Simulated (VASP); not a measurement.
Runs of VASP 6.6.1 on Rb. The structure is that of space group P6_3/mmc (No. 194), or close to it. The cells are those of the table. 

```tsv
cell	further INCAR settings	gap on the mesh (eV)	pressure (GPa)
a = 4.831, b = 4.831, c = 8.797 Å, angles 90.0, 90.0, 120.5°, 2 atoms	ALGO = Fast; EDIFF = 1e-06; NBANDS = 16	none	-0.1
a = 4.949, b = 4.949, c = 7.512 Å, angles 90.0, 90.0, 120.5°, 2 atoms	ALGO = Fast; EDIFF = 1e-06; NBANDS = 16	none	0.3
a = 4.565, b = 4.565, c = 8.831 Å, angles 90.0, 90.0, 120.5°, 2 atoms	ALGO = Fast; EDIFF = 1e-07; NBANDS = 16	none	0.4
a = 5.391, b = 5.391, c = 7.248 Å, angles 90.0, 90.0, 120.5°, 2 atoms	ALGO = Fast; EDIFF = 1e-06; NBANDS = 16	none	-0.1
a = 4.972, b = 4.972, c = 8.521 Å, angles 90.0, 90.0, 120.5°, 2 atoms	ALGO = Fast; EDIFF = 1e-07; NBANDS = 16	none	(a)
a = 4.753, b = 4.753, c = 8.145 Å, angles 90.0, 90.0, 120.5°, 2 atoms	ALGO = Fast; EDIFF = 1e-06; NBANDS = 16	none	0.3
a = 5.153, b = 5.153, c = 6.929 Å, angles 90.0, 90.0, 120.5°, 2 atoms	ALGO = Fast; EDIFF = 1e-07; NBANDS = 16	none	0.3
```

Alike in all rows: task single point; level PBE+D3(BJ); potentials or basis VASP PAW PBE potentials, release 64 (Rb_sv); no spin polarisation; k mesh 12 × 12 × 6; cutoff (eV) 520; smearing gaussian 0.15 eV.

Fill in the values left out.

(a) -0.2.

A k mesh can miss the band edges, and the runs leave out spin-orbit coupling on Rb.

A gap of «none» marks levels without a gap at the run's occupations.
